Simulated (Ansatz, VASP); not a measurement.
# One calculation of CoO, two programs

```
Co O
1.0
     4.17126    0.00000    0.00000
     0.00000   -4.17126    0.00000
     0.00000    0.00000   -4.17126
Co O
4 4
Cartesian
  0.0000 -4.1713 -4.1713
  2.0856 -2.0856 -4.1713
  2.0856 -4.1713 -2.0856
  0.0000 -2.0856 -2.0856
  2.0856 0.0000 0.0000
  0.0000 -2.0856 0.0000
  0.0000 0.0000 -2.0856
  2.0856 -2.0856 -2.0856
```

Alike in both runs: functional PBEsol; k mesh 8 × 8 × 8; occupations gaussian, width 0.1 eV; collinear spin.

Ansatz relaxed the structure, and its values are those at the end. VASP's run is a single point on that final structure, the one shown.

```csv
,VASP,Ansatz
version,VASP 6.6.1,Ansatz 0.2.0
potentials or method,"VASP PAW PBE potentials, release 64 (Co, O), cutoff 520 eV","scalar-relativistic, plane waves, PAW"
valence electrons in the cell,60,92
```

Ansatz gave:

- gap on the k mesh at the Fermi level (eV): none
- pressure (GPa): 0.0
- net moment per atom (μB): 1.40
- size of the moment on the site where the two differ most (μB): 2.38

Which values does VASP return?

gap on the k mesh at the Fermi level (eV): none; pressure (GPa): -1.1; net moment per atom (μB): 1.37; size of the moment on the site where the two differ most (μB): 2.42.

VASP's potentials were made for PBE, not for PBEsol. Site moments also hang on the region over which each program counts them. A gap of «none» marks a metal or a gap that the smearing closes. VASP's potentials hold 60 valence electrons a cell and Ansatz's 92, so a difference there can come from the potentials and not from the codes.
